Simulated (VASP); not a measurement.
# TaMnB4 (F-43m) in VASP: notebook

The runs below take TaMnB4 through single point, relaxation of cell and atoms, with PBE.

Everything below comes from runs of VASP 6.6.1. Logs are shortened: lines on timing, memory, paths and dates and some standing lists are left out, and cuts for length are marked.

## 1. The cell of the first run

It takes space group F-43m (No. 216, cubic). The conventional cell has a = 5.859 Å, b = 5.859 Å, c = 5.859 Å, α = 90.00°, β = 90.00°, γ = 90.00°. Within 3.2 Å of Ta (site symmetry -43m) lie 12 B at 2.43 Å and 4 Mn at 2.54 Å. Mn (site symmetry -43m) has 12 B at 2.43 Å and 4 Ta at 2.54 Å within 3.2 Å. B (site symmetry 3m) has 6 B at 2.06 to 2.08 Å and 3 Ta at 2.43 Å and 3 Mn at 2.43 Å within 2.7 Å.

## 2. Single point, PBE, collinear spin, ferromagnetic start

Contents of INCAR:

```
  PREC = Accurate
  ENCUT = 520
  EDIFF = 1E-6
  ISMEAR = 0
  SIGMA = 0.1
  LREAL = False
  LASPH = True
  NELM = 150
  ALGO = Normal
  ISIF = 2
  LWAVE = False
  LCHARG = False
  ISPIN = 2
  MAGMOM = 0 4 0 0 0 0
  LORBIT = 11
  LMAXMIX = 4
  GGA = PE
  NBANDS = 31
```

Contents of KPOINTS:

```
regular mesh
0
Gamma
  6 6 6
```

Contents of POSCAR:

```
TaMnB4
1.0
    0.0000000000      2.9297222301      2.9297222301
    2.9297222301      0.0000000000      2.9297222301
    2.9297222301      2.9297222301      0.0000000000
Ta Mn B
1 1 4
Direct
    0.2500000000      0.2500000000      0.2500000000
    0.0000000000      0.0000000000      0.0000000000
    0.6245729199      0.1262812402      0.6245729199
    0.6245729199      0.6245729199      0.1262812402
    0.6245729199      0.6245729199      0.6245729199
    0.1262812402      0.6245729199      0.6245729199
```

Potentials or basis: VASP PAW PBE potentials, release 64 (Ta_pv, Mn_pv, B).

Launch:

```sh
> cat potpaw_PBE.64/Ta_pv/POTCAR potpaw_PBE.64/Mn_pv/POTCAR potpaw_PBE.64/B/POTCAR > POTCAR
> mpirun -np 1 vasp_std > vasp.out
```

OUTCAR:

```text
PREC = Accurate
   ENCUT = 520
   EDIFF = 1E-6
   ISMEAR = 0
   LREAL = False
   LASPH = True
   NELM = 150
   ISIF = 2
   ISPIN = 2
   LORBIT = 11
   GGA = PE

 ion  position               nearest neighbor table
   1  0.250  0.250  0.250-   3 2.43   4 2.43   6 2.43   5 2.43   5 2.43   5 2.43   4 2.43   3 2.43
                             6 2.43   3 2.43   4 2.43   6 2.43   2 2.54   2 2.54   2 2.54   2 2.54
   2  0.000  0.000  0.000-   3 2.43   4 2.43   4 2.43   6 2.43   3 2.43   6 2.43   5 2.43   5 2.43
                             5 2.43   3 2.43   4 2.43   6 2.43   1 2.54   1 2.54   1 2.54   1 2.54
   3  0.625  0.126  0.625-   4 2.06   5 2.06   6 2.06   6 2.08   4 2.08   5 2.08   1 2.43   1 2.43
                             1 2.43   2 2.43   2 2.43   2 2.43
   4  0.625  0.625  0.126-   3 2.06   5 2.06   6 2.06   3 2.08   6 2.08   5 2.08   1 2.43   1 2.43
                             1 2.43   2 2.43   2 2.43   2 2.43
   5  0.625  0.625  0.625-   3 2.06   4 2.06   6 2.06   6 2.08   3 2.08   4 2.08   1 2.43   1 2.43
                             1 2.43   2 2.43   2 2.43   2 2.43
   6  0.126  0.625  0.625-   3 2.06   4 2.06   5 2.06   3 2.08   4 2.08   5 2.08   1 2.43   1 2.43
                             1 2.43   2 2.43   2 2.43   2 2.43

  LATTYP: Found a face centered cubic cell.
 ALAT       =     5.8594444602

  Lattice vectors:

 A1 = (   0.0000000000,   2.9297222301,   2.9297222301)
 A2 = (   2.9297222301,   0.0000000000,   2.9297222301)
 A3 = (   2.9297222301,   2.9297222301,   0.0000000000)

Analysis of symmetry for initial positions (statically):
=====================================================================
 Subroutine PRICEL returns:
 Original cell was already a primitive cell.

 Routine SETGRP: Setting up the symmetry group for a
 face centered cubic supercell.

 Subroutine GETGRP returns: Found 24 space group operations
 (whereof 24 operations were pure point group operations)
 out of a pool of 48 trial point group operations.

The static configuration has the point symmetry T_d .

Analysis of symmetry for dynamics (positions and initial velocities):
=====================================================================
 Subroutine PRICEL returns:
 Original cell was already a primitive cell.

 Routine SETGRP: Setting up the symmetry group for a
 face centered cubic supercell.

 Subroutine GETGRP returns: Found 24 space group operations
 (whereof 24 operations were pure point group operations)
 out of a pool of 48 trial point group operations.

The dynamic configuration has the point symmetry T_d .

Analysis of structural, dynamic, and magnetic symmetry:
=====================================================================
 Subroutine PRICEL returns:
 Original cell was already a primitive cell.

[... 148 lines left out ...]
  ext. energy  EPLUGINS =         0.00000000
  ---------------------------------------------------
  free energy    TOTEN  =       -45.91822618 eV

  energy without entropy =      -45.90142738  energy(sigma->0) =      -45.90982678

 E-fermi :   9.8217     XC(G=0): -13.3135

 val. band max:        9.8087369965   @ k =  -0.1667   0.1667   0.0000
 cond. band min:       9.8400955414   @ k =  -0.3333   0.5000   0.1667
 fundamental gap:      0.0313585449
 Fermi energy:         9.8216940824

 spin component 1

 k-point     1 :       0.0000    0.0000    0.0000
  band No.  band energies     occupation
      1     -39.2095      1.00000
      2     -39.2095      1.00000
      3     -39.2095      1.00000
      4     -24.6318      1.00000
      5     -24.6318      1.00000
      6     -24.6318      1.00000
[... 517 lines left out ...]
     29      17.9525      0.00000
     30      18.6362      0.00000
 Fermi energy:         9.8216940824

 spin component 2

 k-point     1 :       0.0000    0.0000    0.0000
  band No.  band energies     occupation
      1     -37.7431      1.00000
      2     -37.7431      1.00000
      3     -37.7431      1.00000
      4     -24.6138      1.00000
      5     -24.6138      1.00000
      6     -24.6138      1.00000
[... 517 lines left out ...]
     29      18.0926      0.00000
     30      18.7217      0.00000
 [bands above 30 left out]

------------------------ aborting loop because EDIFF is reached ----------------------------------------

  FORCE on cell =-STRESS in cart. coord.  units (eV):
  Direction    XX          YY          ZZ          XY          YZ          ZX
  --------------------------------------------------------------------------------------
  -------------------------------------------------------------------------------------
  Total        0.0825348      0.0825348      0.0825348      0.0000000      0.0000000      0.0000000
  in kB        2.6292896      2.6292896      2.6292896      0.0000000      0.0000000      0.0000000
  external PRESSURE =       2.6292896 kB  Pullay stress =       0.0000000 kB

 VOLUME and BASIS-vectors are now :
 -----------------------------------------------------------------------------
  energy-cutoff  :      520.00
  volume of cell :       50.29
      direct lattice vectors                 reciprocal lattice vectors
     0.000000000  2.929722230  2.929722230    -0.170664644  0.170664644  0.170664644
     2.929722230  0.000000000  2.929722230     0.170664644 -0.170664644  0.170664644
     2.929722230  2.929722230  0.000000000     0.170664644  0.170664644 -0.170664644

 POSITION                                       TOTAL-FORCE (eV/Angst)
 -----------------------------------------------------------------------------------
      1.46486      1.46486      1.46486         0.000000      0.000000      0.000000
      0.00000      0.00000      0.00000         0.000000      0.000000      0.000000
      2.19979      3.65965      2.19979         0.006658     -0.006658      0.006658
      2.19979      2.19979      3.65965         0.006658      0.006658     -0.006658
      3.65965      3.65965      3.65965        -0.006658     -0.006658     -0.006658
      3.65965      2.19979      2.19979        -0.006658      0.006658      0.006658
 -----------------------------------------------------------------------------------
    total drift:                                0.000000      0.000000      0.000000

  FREE ENERGIE OF THE ION-ELECTRON SYSTEM (eV)
  ---------------------------------------------------
  free  energy   TOTEN  =       -45.9182261803 eV

  energy  without entropy=      -45.9014273825  energy(sigma->0) =      -45.90982678

 total charge

# of ion       s       p       d       tot
------------------------------------------
    1        0.328   6.281   2.734   9.343
    2        0.304   6.342   5.388  12.034
    3        0.619   1.110   0.000   1.730
    4        0.619   1.110   0.000   1.730
    5        0.619   1.110   0.000   1.730
    6        0.619   1.110   0.000   1.730
--------------------------------------------------
tot          3.109  17.064   8.122  28.296

 magnetization (x)

# of ion       s       p       d       tot
------------------------------------------
    1        0.001   0.003   0.024   0.028
    2        0.004   0.006   1.347   1.358
    3        0.001   0.003   0.000   0.004
    4        0.001   0.003   0.000   0.004
    5        0.001   0.003   0.000   0.004
    6        0.001   0.003   0.000   0.004
--------------------------------------------------
tot          0.008   0.021   1.372   1.401
```

OSZICAR:

```text
N       E                     dE             d eps       ncg     rms          rms(c)
DAV:   1     0.308399206283E+03    0.30840E+03   -0.18284E+04  2032   0.127E+03
DAV:   2    -0.322143183518E+02   -0.34061E+03   -0.32451E+03  2117   0.379E+02
DAV:   3    -0.493622417422E+02   -0.17148E+02   -0.16597E+02  2382   0.847E+01
DAV:   4    -0.496399842717E+02   -0.27774E+00   -0.27645E+00  2290   0.102E+01
DAV:   5    -0.496435382328E+02   -0.35540E-02   -0.35522E-02  2384   0.111E+00    0.359E+01
DAV:   6    -0.660306793488E+02   -0.16387E+02   -0.10622E+02  2253   0.762E+01    0.535E+01
DAV:   7    -0.456590613375E+02    0.20372E+02   -0.39254E+01  2239   0.828E+01    0.124E+01
DAV:   8    -0.459156276966E+02   -0.25657E+00   -0.32122E+00  2321   0.877E+00    0.646E+00
DAV:   9    -0.459100364068E+02    0.55913E-02   -0.12822E-01  2468   0.207E+00    0.301E+00
DAV:  10    -0.459151230836E+02   -0.50867E-02   -0.20511E-02  2398   0.107E+00    0.595E-01
DAV:  11    -0.459171861211E+02   -0.20630E-02   -0.35075E-03  2507   0.421E-01    0.310E-01
DAV:  12    -0.459179991045E+02   -0.81298E-03   -0.24570E-03  2489   0.296E-01    0.224E-01
DAV:  13    -0.459182111962E+02   -0.21209E-03   -0.10191E-03  2501   0.204E-01    0.136E-01
DAV:  14    -0.459182209592E+02   -0.97630E-05   -0.75039E-05  2408   0.554E-02    0.502E-02
DAV:  15    -0.459182261175E+02   -0.51583E-05   -0.21498E-05  2313   0.404E-02    0.126E-02
DAV:  16    -0.459182261803E+02   -0.62757E-07   -0.22510E-06  1452   0.112E-02
   1 F= -.45918226E+02 E0= -.45909827E+02  d E =-.167988E-01  mag=     1.4506
```

stdout:

```text
POSCAR found type information on POSCAR TaMnB
 POSCAR found :  3 types and       6 ions
 scaLAPACK will be used
 LDA part: xc-table for (Slater+PW92), standard interpolation
 POSCAR, INCAR and KPOINTS ok, starting setup
 FFT: planning ... GRIDC
 FFT: planning ... GRID_SOFT
 FFT: planning ... GRID
 WAVECAR not read
 entering main loop
```

It took 55 s on 1 thread of Intel Xeon Platinum 8488C (Sapphire Rapids), shared host; peak memory 0.22 GiB.

Results:

* Free energy: -45.9182 eV
* Pressure: 0.3 GPa
* Largest force: 0.012 eV/Å
* Net moment: 1.45 μB per cell
* Site moments: Ta +0.03; Mn +1.36; B +0.00 μB
* Valence electrons inside the program's atomic spheres: Ta 9.34; Mn 12.03; B 1.73

Forces on the atoms (eV/Å):
```
Ta   0.000  0.000  0.000
Mn   0.000  0.000  0.000
B    0.007 -0.007  0.007
B    0.007  0.007 -0.007
B   -0.007 -0.007 -0.007
B   -0.007  0.007  0.007
```

Caveat: spin-orbit coupling is left out, which moves the levels of the heavy elements; the moment fell far below its start of 4 μB, so a state of higher moment may lie lower in energy; a cell with one magnetic atom can't hold antiferromagnetic order, which such compounds often take.

(Continued in part 2 of 2.)
